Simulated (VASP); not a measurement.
# CdSe (P1) in VASP: single point with PBE

Aim: the single point of CdSe with PBE.

Everything below comes from runs of VASP 6.6.1. Logs are shortened: lines on timing, memory, paths and dates and some standing lists are left out, and cuts for length are marked.

### 1 The cell of the first run

The typed cell holds 12 atoms: a = 4.274 Å, b = 4.278 Å, c = 19.944 Å, α = 90.14°, β = 89.84°, γ = 120.08°.

### 2 Single point, PBE

Contents of INCAR:

```
  PREC = Accurate
  ENCUT = 500
  EDIFF = 1E-6
  ISMEAR = 0
  SIGMA = 0.2
  LREAL = False
  LASPH = True
  NELM = 120
  ALGO = Normal
  ISIF = 2
  LWAVE = False
  LCHARG = True
  GGA = PE
  LELF = True
  LVHAR = True
  NBANDS = 66
  GGA_COMPAT = False
```

Contents of KPOINTS:

```
Automatic mesh
0
Gamma
  6 6 1
```

Contents of POSCAR:

```
CdSe
1.0
    4.2741720320     -0.0039797015      0.0060433259
   -2.1406919324      3.7043870911     -0.0052245817
    0.0288280528     -0.0109676343     19.9437352810
Cd Se
6 6
Direct
    0.5336554399      0.5330902003      0.2502680521
    0.5306850213      0.5253776946      0.7499235078
   -0.0024056829      0.4540081066      0.4168214303
   -0.0031389982      0.4717082031      0.9166534921
    0.4724690484      0.0062581014      0.0833818357
    0.4681568768      0.0051433634      0.5833382133
    0.5113567535      0.5165158196     -0.0000440199
    0.5187408959      0.5193306196      0.4999727178
    0.4783656445     -0.0036292418      0.3334894527
    0.4859276086     -0.0031845819      0.8331172278
    0.0024778424      0.4890288159      0.1666750911
    0.0037095497      0.4863528992      0.6664029992
```

Potentials or basis: VASP PAW PBE potentials, release 64 (Cd, Se).

Run with:

```sh
> cat potpaw_PBE.64/Cd/POTCAR potpaw_PBE.64/Se/POTCAR > POTCAR
> mpirun -np 1 vasp_std > vasp.out
```

OUTCAR:

```text
PREC = Accurate
   ENCUT = 500
   EDIFF = 1E-6
   ISMEAR = 0
   LREAL = False
   LASPH = True
   NELM = 120
   ISIF = 2
   GGA = PE

 ion  position               nearest neighbor table
   1  0.534  0.533  0.250-  11 2.68   9 2.68   9 2.75  11 2.75
   2  0.531  0.525  0.750-  12 2.68  10 2.69  10 2.74  12 2.74
   3  0.998  0.454  0.417-   9 2.68   8 2.68   8 2.75   9 2.75
   4  0.997  0.472  0.917-   7 2.69  10 2.69   7 2.74  10 2.74
   5  0.472  0.006  0.083-   7 2.69  11 2.69  11 2.73   7 2.74
   6  0.468  0.005  0.583-   8 2.68  12 2.68  12 2.74   8 2.75
   7  0.511  0.517  1.000-   5 2.69   4 2.69   4 2.74   5 2.74
   8  0.519  0.519  0.500-   3 2.68   6 2.68   6 2.75   3 2.75
   9  0.478  0.996  0.333-   3 2.68   1 2.68   1 2.75   3 2.75
  10  0.486  0.997  0.833-   2 2.69   4 2.69   4 2.74   2 2.74
  11  0.002  0.489  0.167-   1 2.68   5 2.69   5 2.73   1 2.75
  12  0.004  0.486  0.666-   6 2.68   2 2.68   6 2.74   2 2.74

  LATTYP: Found a triclinic cell.
 ALAT       =     4.2741781571
 B/A-ratio  =     0.9993471352
 C/A-ratio  =     4.6661038446
 COS(alpha) =     0.0004372492
 COS(beta)  =     0.0028598909
 COS(gamma) =     0.4986746438

  Lattice vectors:

 A1 = (   4.2741720320,  -0.0039797015,   0.0060433259)
 A2 = (   2.1334800996,   3.7004073896,   0.0008187442)
 A3 = (   0.0288280528,  -0.0109676343,  19.9437352810)

Analysis of symmetry for initial positions (statically):
=====================================================================
 Subroutine PRICEL returns:
 Original cell was already a primitive cell.

 Routine SETGRP: Setting up the symmetry group for a
 triclinic supercell.

 Subroutine GETGRP returns: Found  1 space group operations
 (whereof  1 operations were pure point group operations)
 out of a pool of  2 trial point group operations.

The static configuration has the point symmetry C_1 .

Analysis of symmetry for dynamics (positions and initial velocities):
=====================================================================
 Subroutine PRICEL returns:
 Original cell was already a primitive cell.

 Routine SETGRP: Setting up the symmetry group for a
 triclinic supercell.

 Subroutine GETGRP returns: Found  1 space group operations
 (whereof  1 operations were pure point group operations)
 out of a pool of  2 trial point group operations.

The dynamic configuration has the point symmetry C_1 .

 Subroutine INISYM returns: Found  1 space group operations
 (whereof  1 operations are pure point group operations),
 and found     1 'primitive' translations

----------------------------------------------------------------------------------------

                                     Primitive cell

  volume of cell :     315.6022

  direct lattice vectors                    reciprocal lattice vectors
     4.274172032 -0.003979702  0.006043326     0.234089771  0.135275470 -0.000263978
    -2.140691932  3.704387091 -0.005224582     0.000251278  0.270095608  0.000148170
     0.028828053 -0.010967634 19.943735281    -0.000070868  0.000029765  0.050141177

  length of vectors
     4.274178157  4.278442820 19.943759132     0.270365573  0.270095765  0.050141236

  position of ions in fractional coordinates (direct lattice)
     0.533655440  0.533090200  0.250268052
     0.530685021  0.525377695  0.749923508
     0.997594317  0.454008107  0.416821430
     0.996861002  0.471708203  0.916653492
     0.472469048  0.006258101  0.083381836
     0.468156877  0.005143363  0.583338213
     0.511356754  0.516515820  0.999955980
     0.518740896  0.519330620  0.499972718
     0.478365645  0.996370758  0.333489453
     0.485927609  0.996815418  0.833117228
     0.002477842  0.489028816  0.166675091
     0.003709550  0.486352899  0.666402999

  ion indices of the primitive-cell ions
   primitive index   ion index
                 1           1
                 2           2
                 3           3
                 4           4
                 5           5
                 6           6
                 7           7
                 8           8
                 9           9
                10          10
                11          11
                12          12

----------------------------------------------------------------------------------------

 KPOINTS: Automatic mesh

Automatic generation of k-mesh.
 Grid dimensions read from file:
 generate k-points for:    6    6    1

 Generating k-lattice:

  Cartesian coordinates                     Fractional coordinates (reciprocal lattice)
     0.039014962  0.022545912 -0.000043996     0.166666667  0.000000000  0.000000000
     0.000041880  0.045015935  0.000024695     0.000000000  0.166666667  0.000000000
    -0.000070868  0.000029765  0.050141177    -0.000000000  0.000000000  1.000000000

  Length of vectors
     0.045060929  0.045015961  0.050141236

  Shift w.r.t. Gamma in fractional coordinates (k-lattice)
     0.000000000  0.000000000  0.000000000

 Subroutine IBZKPT returns following result:
 ===========================================

 Found     20 irreducible k-points:

 Following reciprocal coordinates:
            Coordinates               Weight
  0.000000  0.000000  0.000000      1.000000
  0.166667 -0.000000  0.000000      2.000000
  0.333333  0.000000  0.000000      2.000000
  0.500000  0.000000  0.000000      1.000000
 -0.000000  0.166667  0.000000      2.000000
  0.166667  0.166667 -0.000000      2.000000
[... 12 lines left out ...]
  0.333333  0.500000  0.000000      2.000000
  0.500000  0.500000  0.000000      1.000000
   k-points           NKPTS =     20   k-points in BZ     NKDIM =     20   number of bands    NBANDS=     66
   number of dos      NEDOS =    301   number of ions     NIONS =     12
   total plane-waves  NPLWV = 153600
   dimension x,y,z NGX =    32 NGY =   32 NGZ =  150
   dimension x,y,z NGXF=    64 NGYF=   64 NGZF=  300
   ions per type =               6   6
   NGX,Y,Z   is equivalent  to a cutoff of  12.45, 12.43, 12.50 a.u.
   NGXF,Y,Z  is equivalent  to a cutoff of  24.89, 24.87, 25.01 a.u.
 SYSTEM =  unknown system
   PREC   = accura    normal or accurate (medium, high low for compatibility)
   ISTART =      0    job   : 0-new  1-cont  2-samecut
   ICHARG =      2    charge: 1-file 2-atom 10-const
   ISPIN  =      1    spin polarized calculation?
   LNONCOLLINEAR =      F non collinear calculations
   LSORBIT =      F    spin-orbit coupling
   LASPH  =      T    aspherical Exc in radial PAW
   ENCUT  =  500.0 eV  36.75 Ry    6.06 a.u.   7.79  7.80 36.36*2*pi/ulx,y,z
   NELM   =    120;   NELMIN=  2; NELMDL= -5     # of ELM steps
   EDIFF  = 0.1E-05   stopping-criterion for ELM
   LREAL  =      F    real-space projection
   EDIFFG = 0.1E-04   stopping-criterion for IOM
   NSW    =      0    number of steps for IOM
   IBRION =     -1    ionic relax: 0-MD 1-quasi-New 2-CG
   NFREE  =      0    steps in history (QN), initial steepest desc. (CG)
   ISIF   =      2    stress and relaxation
   ISYM   =      2    0-nonsym 1-usesym 2-fastsym
   POTIM  = 0.5000    time-step for ionic-motion
   TEBEG  =    0.0;   TEEND  =   0.0 temperature during run
   PSTRESS=    0.0 pullay stress
   NELECT =     108.0000    total number of electrons
   NUPDOWN=      -1.0000    fix difference up-down
   EMIN   =  10.00;   EMAX   =-10.00  energy-range for DOS
   EFERMI =   0.00;   METHOD = LEGACY
   ISMEAR =     0;   SIGMA  =   0.20  broadening in eV -4-tet -1-fermi 0-gaus
   EFERMI_NEDOS =   21; number of points for ismear=-14 and -15
   IALGO  =     38    algorithm
   IMIX   =      4    mixing-type and parameters
     AMIX     =   0.40;   BMIX     =  1.00
     AMIX_MAG =   1.60;   BMIX_MAG =  1.00
  volume/ion in A,a.u.               =      26.30       177.48
  Fermi-wavevector in a.u.,A,eV,Ry     =   1.145081  2.163889 17.840089  1.311210
  Thomas-Fermi vector in A             =   2.281770
   LORBIT       =      0    0 simple, 1 ext, 2 COOP (PROOUT), +10 PAW based schemes
   GGA     = PE    functional components
   LHFCALC =     F    Hartree Fock is set to
   AEXX    =    0.0000 exact exchange contribution
   IVDW    =     0    specifies the selected vdW correction
   LEPSILON=     F    determine dielectric tensor
   LRPA    =     F    only Hartree local field effects (RPA)
 non-spin polarized calculation
 Gauss-broadening in eV      SIGMA  =   0.20
  energy-cutoff  :      500.00
  volume of cell :      315.60
 maximum number of plane-waves:      8049
   NGX = 15   NGY = 15   NGZ = 73

 number of electron     108.0000013 magnetization

 Free energy of the ion-electron system (eV)
  ---------------------------------------------------
  ext. energy  EPLUGINS =         0.00000000
  ---------------------------------------------------
  free energy    TOTEN  =       -31.66059580 eV

  energy without entropy =      -31.64997242  energy(sigma->0) =      -31.65528411

 E-fermi :   1.5782     XC(G=0):  -9.4037

 val. band max:        1.5468663517   @ k =   0.0000   0.0000   0.0000
 cond. band min:       3.0323511081   @ k =  -0.0000   0.1667   0.0000
 fundamental gap:      1.4854847564
 Fermi energy:         1.5781967036

 k-point     1 :       0.0000    0.0000    0.0000
  band No.  band energies     occupation
      1     -11.2037      2.00000
      2     -11.0408      2.00000
      3     -11.0391      2.00000
      4     -10.6773      2.00000
      5     -10.6742      2.00000
      6     -10.4698      2.00000
[... 58 lines left out ...]
     65       7.7632      0.00000
     66       7.8884      0.00000

 k-point     2 :       0.1667   -0.0000    0.0000
  band No.  band energies     occupation
      1     -11.0924      2.00000
      2     -10.9529      2.00000
      3     -10.9464      2.00000
      4     -10.6435      2.00000
      5     -10.6346      2.00000
      6     -10.4683      2.00000
[... 1300 lines left out ...]
     65       7.1179      0.00000
     66       7.1653      0.00000

------------------------ aborting loop because EDIFF is reached ----------------------------------------

  FORCE on cell =-STRESS in cart. coord.  units (eV):
  Direction    XX          YY          ZZ          XY          YZ          ZX
  --------------------------------------------------------------------------------------
  -------------------------------------------------------------------------------------
  Total        0.7539226      0.7607698      0.5128717      0.0815381      0.0315190     -0.0885828
  in kB        3.8273416      3.8621021      2.6036298      0.4139339      0.1600087     -0.4496970
  external PRESSURE =       3.4310245 kB  Pullay stress =       0.0000000 kB

 VOLUME and BASIS-vectors are now :
 -----------------------------------------------------------------------------
  energy-cutoff  :      500.00
  volume of cell :      315.60
      direct lattice vectors                 reciprocal lattice vectors
     4.274172032 -0.003979702  0.006043326     0.234089771  0.135275470 -0.000263978
    -2.140691932  3.704387091 -0.005224582     0.000251278  0.270095608  0.000148170
     0.028828053 -0.010967634 19.943735281    -0.000070868  0.000029765  0.050141177

 POSITION                                       TOTAL-FORCE (eV/Angst)
 -----------------------------------------------------------------------------------
      1.14697      1.96990      4.99172         0.002570      0.005780     -0.004801
      1.16519      1.93587     14.95674        -0.004542      0.015306      0.002143
      3.30401      1.67328      8.31663         0.004159      0.006355      0.003195
      3.27740      1.73337     18.28505         0.001413     -0.010614      0.001959
      2.00842      0.02039      1.66577        -0.009740     -0.015052      0.001489
      2.00679      0.01079     11.63675        -0.005546     -0.013334     -0.009237
      1.10875      1.90037     19.94325         0.006013     -0.003981     -0.001272
      1.11987      1.91625      9.97175        -0.001634     -0.003787     -0.006946
     -0.07869      3.68538      6.64871         0.003463      0.007485     -0.002873
     -0.03292      3.68152     16.61320         0.004273      0.013984      0.000782
     -1.03146      1.80971      3.32158         0.004546      0.000709      0.005300
     -1.00607      1.79432     13.28805        -0.004975     -0.002851      0.010262
 -----------------------------------------------------------------------------------
    total drift:                                0.000239     -0.000403     -0.000259

  FREE ENERGIE OF THE ION-ELECTRON SYSTEM (eV)
  ---------------------------------------------------
  free  energy   TOTEN  =       -31.6605957998 eV

  energy  without entropy=      -31.6499724221  energy(sigma->0) =      -31.65528411
```

Wall time 7.5 min (1 thread of Intel Xeon Platinum 8375C at 2.90GHz (Ice Lake), shared host); peak memory 0.55 GiB.

What came out:

```
Free energy            : -31.6606 eV
Pressure               : 0.3 GPa
Largest force          : 0.018 eV/Å
Band gap on the k mesh : 0.03 eV
```

Forces in eV/Å, atoms in the order of the input:
```
Cd   0.003  0.006 -0.005
Cd  -0.005  0.015  0.002
Cd   0.004  0.006  0.003
Cd   0.001 -0.011  0.002
Cd  -0.010 -0.015  0.001
Cd  -0.006 -0.013 -0.009
Se   0.006 -0.004 -0.001
Se  -0.002 -0.004 -0.007
Se   0.003  0.007 -0.003
Se   0.004  0.014  0.001
Se   0.005  0.001  0.005
Se  -0.005 -0.003  0.010
```

Caveat: the smearing spreads over this small gap; semilocal functionals underestimate gaps, and a narrow one can read as zero.

The gap in the log of VASP goes by the Fermi energy; the results here count the filled bands.